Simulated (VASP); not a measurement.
Here is a VASP 6.6.1 calculation.

The input INCAR:

```
PREC = Accurate
ENCUT = 520
EDIFF = 1E-7
ISMEAR = 0
SIGMA = 0.1
LREAL = F
LASPH = T
NELM = 80
ALGO = Fast
ISIF = 2
LWAVE = F
LCHARG = F
GGA = PE
NBANDS = 52
```

Contents of KPOINTS:

```
Automatic mesh
0
Gamma
  3 3 4
```

The input POSCAR:

```
Ca7W
1.0
    6.9840016300      0.0000000000      0.0000000000
   -3.4920008200      6.0483228300      0.0000000000
    0.0000000000      0.0000000000      5.6263975400
Ca W
7 1
Direct
    0.9996074400      0.4998037200      0.0000000000
    0.5001962800      0.0003925600      0.0000000000
    0.5001962800      0.4998037200      0.0000000000
    0.1649293900      0.8350706100      0.5000000000
    0.1649293900      0.3298587800      0.5000000000
    0.6701412200      0.8350706100      0.5000000000
    0.6666666700      0.3333333300      0.5000000000
    0.0000000000      0.0000000000      0.0000000000
```

Potentials or basis: VASP PAW PBE potentials, release 64 (Ca_sv, W_sv).

Command:

```bash
$ cat potpaw_PBE.64/Ca_sv/POTCAR potpaw_PBE.64/W_sv/POTCAR > POTCAR
$ mpirun -np 1 vasp_std > vasp.out
```

(1) Estimate the pressure.

(2) Estimate the largest force.

(3) What does it give for the band gap on the k mesh?

## Answers

(1) 4.3 GPa.

(2) 1.129 eV/Å.

(3) zero (band 42 reaches 3.82 eV, above the bottom of band 43 at 3.44 eV).

Caveat: spin-orbit coupling is left out, which moves the levels of the heavy elements; forces of over 1 eV/Å act on the atoms, so gaps and moduli don't describe the material at rest.
